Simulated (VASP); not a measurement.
Here is a VASP 6.6.1 calculation.

The input INCAR:

```
SYSTEM = Na
ALGO = Normal ; EDIFF = 1E-6
ENCUT = 520 ; GGA = PE
ISIF = 2 ; ISMEAR = -1
LASPH = .True. ; LCHARG = .True.
LELF = .True. ; LREAL = .False.
LVHAR = .True. ; LWAVE = .False.
NBANDS = 10 ; NELM = 100
PREC = Accurate ; SIGMA = 0.05
```

KPOINTS

```
k-points
0
Gamma
  9 9 9
  0 0 0
```

The input POSCAR:

```
Na
1.0
   -1.9731534212      1.9731534212      1.9731534212
    1.9731534212     -1.9731534212      1.9731534212
    1.9731534212      1.9731534212     -1.9731534212
Na
1
Direct
    0.0000000000      0.0000000000      0.0000000000
```

Potentials or basis: VASP PAW PBE potentials, release 64 (Na_pv).

Command:

```sh
$ cat potpaw_PBE.64/Na_pv/POTCAR > POTCAR
$ mpirun -np 1 vasp_std > vasp.out
```

Task: Predict the pressure.

Result: 2.0 GPa.
